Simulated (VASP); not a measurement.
Input of a VASP 6.6.1 run:

The input INCAR:

```
  PREC = Accurate
  ENCUT = 600
  EDIFF = 1E-7
  ISMEAR = 0
  SIGMA = 0.1
  LREAL = F
  LASPH = T
  NELM = 60
  ALGO = Normal
  ISIF = 3
  LWAVE = F
  LCHARG = F
  GGA = PE
  IBRION = 2
  NSW = 100
  EDIFFG = -0.01
```

KPOINTS

```
regular mesh
0
Gamma
  12 12 4
```

File POSCAR:

```
Ge2Sb2Te
1.0
    4.0923435462      0.0000000000      0.0000000000
   -2.0461717731      3.5440734720      0.0000000000
    0.0000000000      0.0000000000      9.1908890129
Ge Sb Te
2 2 1
Direct
    0.6666666667      0.3333333333      0.7995480010
    0.3333333333      0.6666666667      0.2004519990
    0.6666666667      0.3333333333      0.3870084210
    0.3333333333      0.6666666667      0.6129915790
    0.0000000000      0.0000000000      0.0000000000
```

Potentials or basis: VASP PAW PBE potentials, release 64 (Ge_d, Sb, Te).

The run is started by

```console
$ cat potpaw_PBE.64/Ge_d/POTCAR potpaw_PBE.64/Sb/POTCAR potpaw_PBE.64/Te/POTCAR > POTCAR
$ mpirun -np 1 vasp_std > vasp.out
```

(1) What does it give for the space group after relaxing (to 0.1 Å)?

(2) Predict the relaxed volume.

Results:

(1) P-3m1 (No. 164).

(2) 26.61 Å³/atom.
